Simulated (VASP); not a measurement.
# NaCl in VASP: a series of runs

NaCl is run at these levels: PBEsol, r2SCAN; tasks: single point.

All numbers are computed with VASP 6.6.1; they aren't measurements. Logs are shortened: lines on timing, memory, paths and dates and some standing lists are left out, and cuts for length are marked.

## 1. The cell of the first run

The cell holds a slab with vacuum, 10 atoms: a = 3.961 Å, b = 3.961 Å, c = 33.284 Å, α = 90.00°, β = 90.00°, γ = 90.00°.

## 2. Single point, PBEsol

The input, INCAR:

```
SYSTEM = NaCl
  PREC = Accurate
  ENCUT = 520
  EDIFF = 1E-6
  ISMEAR = 0
  SIGMA = 0.05
  LREAL = .False.
  LASPH = .True.
  NELM = 100
  ALGO = Normal
  ISIF = 2
  LWAVE = .False.
  LCHARG = .True.
  LDIPOL = .True.
  IDIPOL = 3
  DIPOL = 0.5 0.5 0.500
  GGA = PS
  LELF = .True.
  LVHAR = .True.
  LVACPOTAV = .True.
  NBANDS = 46
```

The input, KPOINTS:

```
Automatic mesh
0
Gamma
  6 6 1
  0 0 0
```

The input, POSCAR:

```
NaCl
1.0
    3.9610943940      0.0000000000      0.0000000000
    0.0000000000      3.9610943940      0.0000000000
    0.0000000000      0.0000000000     33.2841535750
Na Cl
5 5
Direct
    0.5000000000      0.5000000000      0.3335156654
    0.0000000000      0.0000000000      0.4152911063
    0.5000000000      0.5000000000      0.5000000011
    0.0000000000      0.0000000000      0.5847088960
    0.5000000000      0.5000000000      0.6664843322
    0.0000000000      0.0000000000      0.3304875990
    0.5000000000      0.5000000000      0.4161932198
    0.0000000000      0.0000000000      0.4999999578
    0.5000000000      0.5000000000      0.5838067191
    0.0000000000      0.0000000000      0.6695124010
```

Potentials or basis: VASP PAW PBE potentials, release 64 (Na_pv, Cl).

Command:

```console
$ cat potpaw_PBE.64/Na_pv/POTCAR potpaw_PBE.64/Cl/POTCAR > POTCAR
$ mpirun -np 1 vasp_std > vasp.out
```

OUTCAR:

```text
SYSTEM = NaCl
   PREC = Accurate
   ENCUT = 520
   EDIFF = 1E-6
   ISMEAR = 0
   LREAL = .False.
   LASPH = .True.
   NELM = 100
   ISIF = 2
   GGA = PS

 ion  position               nearest neighbor table
   1  0.500  0.500  0.334-
   2  0.000  0.000  0.415-
   3  0.500  0.500  0.500-
   4  0.000  0.000  0.585-
   5  0.500  0.500  0.666-
   6  0.000  0.000  0.330-
   7  0.500  0.500  0.416-
   8  0.000  0.000  0.500-
   9  0.500  0.500  0.584-
  10  0.000  0.000  0.670-

  LATTYP: Found a simple tetragonal cell.
 ALAT       =     3.9610943940
 C/A-ratio  =     8.4027670801

  Lattice vectors:

 A1 = (   3.9610943940,   0.0000000000,   0.0000000000)
 A2 = (   0.0000000000,   3.9610943940,   0.0000000000)
 A3 = (   0.0000000000,   0.0000000000,  33.2841535750)

Analysis of symmetry for initial positions (statically):
=====================================================================
 Subroutine PRICEL returns:
 Original cell was already a primitive cell.

 Routine SETGRP: Setting up the symmetry group for a
 simple tetragonal supercell.

 Subroutine GETGRP returns: Found 16 space group operations
 (whereof 16 operations were pure point group operations)
 out of a pool of 16 trial point group operations.

The static configuration has the point symmetry D_4h.

Analysis of symmetry for dynamics (positions and initial velocities):
=====================================================================
 Subroutine PRICEL returns:
 Original cell was already a primitive cell.

 Routine SETGRP: Setting up the symmetry group for a
 simple tetragonal supercell.

 Subroutine GETGRP returns: Found 16 space group operations
 (whereof 16 operations were pure point group operations)
 out of a pool of 16 trial point group operations.

The dynamic configuration has the point symmetry D_4h.

 Subroutine INISYM returns: Found 16 space group operations
 (whereof 16 operations are pure point group operations),
 and found     1 'primitive' translations

----------------------------------------------------------------------------------------

                                     Primitive cell

  volume of cell :     522.2373

  direct lattice vectors                    reciprocal lattice vectors
     3.961094394  0.000000000  0.000000000     0.252455483  0.000000000  0.000000000
     0.000000000  3.961094394  0.000000000     0.000000000  0.252455483  0.000000000
     0.000000000  0.000000000 33.284153575     0.000000000  0.000000000  0.030044327

  length of vectors
     3.961094394  3.961094394 33.284153575     0.252455483  0.252455483  0.030044327

  position of ions in fractional coordinates (direct lattice)
     0.500000000  0.500000000  0.333515665
     0.000000000  0.000000000  0.415291106
     0.500000000  0.500000000  0.500000001
     0.000000000  0.000000000  0.584708896
     0.500000000  0.500000000  0.666484332
     0.000000000  0.000000000  0.330487599
     0.500000000  0.500000000  0.416193220
     0.000000000  0.000000000  0.499999958
     0.500000000  0.500000000  0.583806719
     0.000000000  0.000000000  0.669512401

  ion indices of the primitive-cell ions
   primitive index   ion index
                 1           1
                 2           2
                 3           3
                 4           4
                 5           5
                 6           6
                 7           7
                 8           8
                 9           9
                10          10

----------------------------------------------------------------------------------------

 KPOINTS: Automatic mesh

Automatic generation of k-mesh.
 Grid dimensions read from file:
 generate k-points for:    6    6    1

 Generating k-lattice:

  Cartesian coordinates                     Fractional coordinates (reciprocal lattice)
     0.042075914  0.000000000  0.000000000     0.166666667  0.000000000  0.000000000
     0.000000000  0.042075914  0.000000000     0.000000000  0.166666667  0.000000000
     0.000000000  0.000000000  0.030044327     0.000000000  0.000000000  1.000000000

  Length of vectors
     0.042075914  0.042075914  0.030044327

  Shift w.r.t. Gamma in fractional coordinates (k-lattice)
     0.000000000  0.000000000  0.000000000

 Subroutine IBZKPT returns following result:
 ===========================================

 Found     10 irreducible k-points:

 Following reciprocal coordinates:
            Coordinates               Weight
  0.000000  0.000000  0.000000      1.000000
  0.166667  0.000000  0.000000      4.000000
  0.333333  0.000000  0.000000      4.000000
  0.500000  0.000000  0.000000      2.000000
  0.166667  0.166667  0.000000      4.000000
  0.333333  0.166667  0.000000      8.000000
  0.500000  0.166667  0.000000      4.000000
  0.333333  0.333333  0.000000      4.000000
  0.500000  0.333333  0.000000      4.000000
  0.500000  0.500000  0.000000      1.000000
   k-points           NKPTS =     10   k-points in BZ     NKDIM =     10   number of bands    NBANDS=     46
   number of dos      NEDOS =    301   number of ions     NIONS =     10
   total plane-waves  NPLWV = 225000
   dimension x,y,z NGX =    30 NGY =   30 NGZ =  250
   dimension x,y,z NGXF=    60 NGYF=   60 NGZF=  500
   ions per type =               5   5
   NGX,Y,Z   is equivalent  to a cutoff of  12.59, 12.59, 12.49 a.u.
   NGXF,Y,Z  is equivalent  to a cutoff of  25.18, 25.18, 24.97 a.u.
 SYSTEM =  NaCl
   PREC   = accura    normal or accurate (medium, high low for compatibility)
   ISTART =      0    job   : 0-new  1-cont  2-samecut
   ICHARG =      2    charge: 1-file 2-atom 10-const
   ISPIN  =      1    spin polarized calculation?
   LNONCOLLINEAR =      F non collinear calculations
   LSORBIT =      F    spin-orbit coupling
   LASPH  =      T    aspherical Exc in radial PAW
   ENCUT  =  520.0 eV  38.22 Ry    6.18 a.u.   7.37  7.37 61.89*2*pi/ulx,y,z
   NELM   =    100;   NELMIN=  2; NELMDL= -5     # of ELM steps
   EDIFF  = 0.1E-05   stopping-criterion for ELM
   LREAL  =      F    real-space projection
   EDIFFG = 0.1E-04   stopping-criterion for IOM
   NSW    =      0    number of steps for IOM
   IBRION =     -1    ionic relax: 0-MD 1-quasi-New 2-CG
   NFREE  =      0    steps in history (QN), initial steepest desc. (CG)
   ISIF   =      2    stress and relaxation
   ISYM   =      2    0-nonsym 1-usesym 2-fastsym
   POTIM  = 0.5000    time-step for ionic-motion
   TEBEG  =    0.0;   TEEND  =   0.0 temperature during run
   PSTRESS=    0.0 pullay stress
   NELECT =      70.0000    total number of electrons
   NUPDOWN=      -1.0000    fix difference up-down
   EMIN   =  10.00;   EMAX   =-10.00  energy-range for DOS
   EFERMI =   0.00;   METHOD = LEGACY
   ISMEAR =     0;   SIGMA  =   0.05  broadening in eV -4-tet -1-fermi 0-gaus
   EFERMI_NEDOS =   21; number of points for ismear=-14 and -15
   IALGO  =     38    algorithm
   IMIX   =      4    mixing-type and parameters
     AMIX     =   0.40;   BMIX     =  1.00
     AMIX_MAG =   1.60;   BMIX_MAG =  1.00
  volume/ion in A,a.u.               =      52.22       352.42
  Fermi-wavevector in a.u.,A,eV,Ry     =   0.837822  1.583253  9.550542  0.701945
  Thomas-Fermi vector in A             =   1.951775
   LORBIT       =      0    0 simple, 1 ext, 2 COOP (PROOUT), +10 PAW based schemes
   GGA     = PS    functional components
   LHFCALC =     F    Hartree Fock is set to
   AEXX    =    0.0000 exact exchange contribution
   IVDW    =     0    specifies the selected vdW correction
   LEPSILON=     F    determine dielectric tensor
   LRPA    =     F    only Hartree local field effects (RPA)
 non-spin polarized calculation
 Gauss-broadening in eV      SIGMA  =   0.05
  energy-cutoff  :      520.00
  volume of cell :      522.24
 maximum number of plane-waves:     14163
 NGX is ok and might be reduce to    30
   NGX = 15   NGY = 15   NGZ =123

 number of electron      69.9999983 magnetization

 dipolmoment           0.000000      0.000000      0.000027 electrons x Angstroem

 Free energy of the ion-electron system (eV)
  ---------------------------------------------------
  ext. energy  EPLUGINS =         0.00000000
  ---------------------------------------------------
  free energy    TOTEN  =       -34.65649480 eV

  energy without entropy =      -34.65649480  energy(sigma->0) =      -34.65649480

 E-fermi :  -3.8420     XC(G=0):  -3.8381

 val. band max:       -4.1565791833   @ k =   0.0000   0.0000   0.0000
 cond. band min:       0.8656993310   @ k =   0.0000   0.0000   0.0000
 fundamental gap:      5.0222785143
 Fermi energy:        -3.8420128577

 k-point     1 :       0.0000    0.0000    0.0000
  band No.  band energies     occupation
      1     -25.0414      2.00000
      2     -25.0411      2.00000
      3     -24.9954      2.00000
      4     -24.9954      2.00000
      5     -24.9951      2.00000
      6     -24.9951      2.00000
[... 38 lines left out ...]
     45       3.8648      0.00000
     46       4.2792      0.00000

 k-point     2 :       0.1667    0.0000    0.0000
  band No.  band energies     occupation
      1     -25.0412      2.00000
      2     -25.0409      2.00000
      3     -24.9999      2.00000
      4     -24.9996      2.00000
      5     -24.9949      2.00000
      6     -24.9946      2.00000
[... 38 lines left out ...]
     45       4.3739      0.00000
     46       4.4988      0.00000

 k-point     3 :       0.3333    0.0000    0.0000
  band No.  band energies     occupation
      1     -25.0407      2.00000
      2     -25.0403      2.00000
      3     -25.0088      2.00000
      4     -25.0085      2.00000
      5     -24.9939      2.00000
      6     -24.9935      2.00000
[... 38 lines left out ...]
     45       4.8101      0.00000
     46       5.1082      0.00000

 k-point     4 :       0.5000    0.0000    0.0000
  band No.  band energies     occupation
      1     -25.0404      2.00000
      2     -25.0401      2.00000
      3     -25.0133      2.00000
      4     -25.0130      2.00000
      5     -24.9933      2.00000
      6     -24.9930      2.00000
[... 38 lines left out ...]
     45       4.9846      0.00000
     46       5.2150      0.00000

 k-point     5 :       0.1667    0.1667    0.0000
  band No.  band energies     occupation
      1     -25.0409      2.00000
      2     -25.0406      2.00000
      3     -25.0000      2.00000
      4     -24.9997      2.00000
      5     -24.9982      2.00000
      6     -24.9979      2.00000
[... 38 lines left out ...]
     45       4.6810      0.00000
     46       4.7272      0.00000

 k-point     6 :       0.3333    0.1667    0.0000
  band No.  band energies     occupation
      1     -25.0404      2.00000
      2     -25.0400      2.00000
      3     -25.0075      2.00000
      4     -25.0072      2.00000
      5     -24.9974      2.00000
      6     -24.9971      2.00000
[... 38 lines left out ...]
     45       5.0478      0.00000
     46       5.0832      0.00000

 k-point     7 :       0.5000    0.1667    0.0000
  band No.  band energies     occupation
      1     -25.0401      2.00000
      2     -25.0398      2.00000
      3     -25.0116      2.00000
      4     -25.0113      2.00000
      5     -24.9966      2.00000
      6     -24.9963      2.00000
[... 38 lines left out ...]
     45       5.2213      0.00000
     46       5.2261      0.00000

 k-point     8 :       0.3333    0.3333    0.0000
  band No.  band energies     occupation
      1     -25.0398      2.00000
      2     -25.0394      2.00000
      3     -25.0055      2.00000
      4     -25.0052      2.00000
      5     -25.0037      2.00000
      6     -25.0034      2.00000
[... 38 lines left out ...]
     45       4.8562      0.00000
     46       4.8899      0.00000

 k-point     9 :       0.5000    0.3333    0.0000
  band No.  band energies     occupation
      1     -25.0394      2.00000
      2     -25.0391      2.00000
      3     -25.0082      2.00000
      4     -25.0079      2.00000
      5     -25.0033      2.00000
      6     -25.0029      2.00000
[... 38 lines left out ...]
     45       4.9507      0.00000
     46       5.1563      0.00000

 k-point    10 :       0.5000    0.5000    0.0000
  band No.  band energies     occupation
      1     -25.0391      2.00000
      2     -25.0388      2.00000
      3     -25.0066      2.00000
      4     -25.0066      2.00000
      5     -25.0062      2.00000
      6     -25.0062      2.00000
[... 38 lines left out ...]
     45       5.3203      0.00000
     46       5.3203      0.00000

------------------------ aborting loop because EDIFF is reached ----------------------------------------

 vacuum level on the upper side and lower side of the slab       (xc-potential included)        -0.089        -0.089

  FORCE on cell =-STRESS in cart. coord.  units (eV):
  Direction    XX          YY          ZZ          XY          YZ          ZX
  --------------------------------------------------------------------------------------
  -------------------------------------------------------------------------------------
  Total       -0.8678115     -0.8678115     -0.0191111      0.0000000     -0.0000000      0.0000000
  in kB       -2.6623680     -2.6623680     -0.0586312      0.0000000     -0.0000000      0.0000000
  external PRESSURE =      -1.7944557 kB  Pullay stress =       0.0000000 kB

 VOLUME and BASIS-vectors are now :
 -----------------------------------------------------------------------------
  energy-cutoff  :      520.00
  volume of cell :      522.24
      direct lattice vectors                 reciprocal lattice vectors
     3.961094394  0.000000000  0.000000000     0.252455483  0.000000000  0.000000000
     0.000000000  3.961094394  0.000000000     0.000000000  0.252455483  0.000000000
     0.000000000  0.000000000 33.284153575     0.000000000  0.000000000  0.030044327

 POSITION                                       TOTAL-FORCE (eV/Angst)
 -----------------------------------------------------------------------------------
      1.98055      1.98055     11.10079        -0.000000      0.000000     -0.002393
      0.00000      0.00000     13.82261        -0.000000     -0.000000     -0.005024
      1.98055      1.98055     16.64208        -0.000000     -0.000000     -0.000000
      0.00000      0.00000     19.46154        -0.000000     -0.000000      0.005024
      1.98055      1.98055     22.18337        -0.000000      0.000000      0.002393
      0.00000      0.00000     11.00000        -0.000000     -0.000000      0.000058
      1.98055      1.98055     13.85264        -0.000000      0.000000     -0.001990
      0.00000      0.00000     16.64208        -0.000000     -0.000000     -0.000000
      1.98055      1.98055     19.43151         0.000000     -0.000000      0.001990
      0.00000      0.00000     22.28415        -0.000000     -0.000000     -0.000058
 -----------------------------------------------------------------------------------
    total drift:                                0.000000      0.000000      0.004828

  FREE ENERGIE OF THE ION-ELECTRON SYSTEM (eV)
  ---------------------------------------------------
  free  energy   TOTEN  =       -34.6564947996 eV

  energy  without entropy=      -34.6564947996  energy(sigma->0) =      -34.65649480

 vacuum level on the upper side and lower side of the slab         2.542         2.542
```

It took 9.5 min on 1 thread of Oxide Virtual Turin-like, shared host; peak memory 0.52 GiB.

Results:

```
Free energy                            : -34.6565 eV
Largest force                          : 0.005 eV/Å
Band gap on the k mesh                 : 5.02 eV
Ionisation potential of the upper face : 6.70 eV
```

Forces in eV/Å, atoms in the order of the input:
```
Na   0.000  0.000 -0.002
Na   0.000  0.000 -0.005
Na   0.000  0.000  0.000
Na   0.000  0.000  0.005
Na   0.000  0.000  0.002
Cl   0.000  0.000  0.000
Cl   0.000  0.000 -0.002
Cl   0.000  0.000  0.000
Cl   0.000  0.000  0.002
Cl   0.000  0.000  0.000
```

Levels at points of the mesh, in eV from the valence-band top:
```
           k point  band 31  band 32  band 33  band 34  band 35  band 36  band 37  band 38  band 39  band 40
(0.00, 0.00, 0.00)    -0.10    -0.07    -0.07     0.00     0.00     5.02     5.31     6.01     6.68     6.73
(0.50, 0.00, 0.00)    -0.30    -0.23    -0.22    -0.10    -0.10     7.20     7.25     7.44     7.56     7.80
(0.50, 0.50, 0.00)    -0.69    -0.69    -0.67    -0.30    -0.29     7.45     7.62     7.74     8.09     8.09
```

Caveat: the PAW data sets were made with another functional, which shifts forces and pressure a little.

## 3. Single point, r2SCAN

This run uses another cell than the first one.

The input, POSCAR:

```
NaCl
1.0
    3.9610943940      0.0000000000      0.0000000000
    0.0000000000      3.9610943940      0.0000000000
    0.0000000000      0.0000000000     27.2841535750
Na Cl
5 5
Direct
    0.5000000000      0.5000000000      0.2969044506
    0.0000000000      0.0000000000      0.3966629542
    0.5000000000      0.5000000000      0.5000000013
    0.0000000000      0.0000000000      0.6033370486
    0.5000000000      0.5000000000      0.7030955464
    0.0000000000      0.0000000000      0.2932104886
    0.5000000000      0.5000000000      0.3977634495
    0.0000000000      0.0000000000      0.4999999485
    0.5000000000      0.5000000000      0.6022364759
    0.0000000000      0.0000000000      0.7067895114
```

The input, INCAR.step1:

```
  PREC = Accurate
  ENCUT = 520
  ISMEAR = 0
  SIGMA = 0.05
  LREAL = F
  LASPH = T
  NELM = 100
  LDIPOL = T
  IDIPOL = 3
  DIPOL = 0.5 0.5 0.500
  NBANDS = 46
  GGA = PE
  ALGO = Normal
  EDIFF = 1E-4
  LWAVE = T
  LCHARG = F
```

The input, INCAR.step2:

```
  PREC = Accurate
  ENCUT = 520
  EDIFF = 1E-6
  ISMEAR = 0
  SIGMA = 0.05
  LREAL = F
  LASPH = T
  NELM = 100
  ALGO = Normal
  ISIF = 2
  LWAVE = F
  LCHARG = T
  LDIPOL = T
  IDIPOL = 3
  DIPOL = 0.5 0.5 0.500
  METAGGA = R2SCAN
  LMIXTAU = T
  LELF = T
  LVHAR = T
  LVACPOTAV = T
  NBANDS = 46
  ISTART = 1
```

The input, KPOINTS:

```
Automatic mesh
0
Gamma
  6 6 1
```

Potentials or basis: VASP PAW PBE potentials, release 64 (Na_pv, Cl).

Command:

```console
$ cat potpaw_PBE.64/Na_pv/POTCAR potpaw_PBE.64/Cl/POTCAR > POTCAR
$ cp INCAR.step1 INCAR
$ mpirun -np 1 vasp_std > vasp.out
$ cp INCAR.step2 INCAR
$ mpirun -np 1 vasp_std > vasp.out
```

It took 32 min on 1 thread of Oxide Virtual Turin-like, shared host; peak memory 0.52 GiB.

The run converged. Its results:

| Quantity | Value |
| --- | --- |
| Free energy | -68.5461 eV |
| Largest force | 0.010 eV/Å |
| Band gap on the k mesh | 5.95 eV |

Forces on the atoms (eV/Å):
```
Na   0.000  0.000  0.008
Na   0.000  0.000  0.000
Na   0.000  0.000  0.000
Na   0.000  0.000  0.000
Na   0.000  0.000 -0.008
Cl   0.000  0.000  0.010
Cl   0.000  0.000 -0.004
Cl   0.000  0.000  0.000
Cl   0.000  0.000  0.004
Cl   0.000  0.000 -0.010
```

Levels at points of the mesh, in eV from the valence-band top:
```tsv
k point	band 33	band 34	band 35	band 36	band 37	band 38
(0.00, 0.00, 0.00)	-0.07	0.00	0.00	5.95	6.17	6.82
(0.50, 0.00, 0.00)	-0.23	-0.10	-0.10	8.03	8.12	8.20
(0.50, 0.50, 0.00)	-0.66	-0.29	-0.29	8.42	8.58	8.74
```

Caveat: the PAW data sets were made with another functional, which shifts forces and pressure a little.
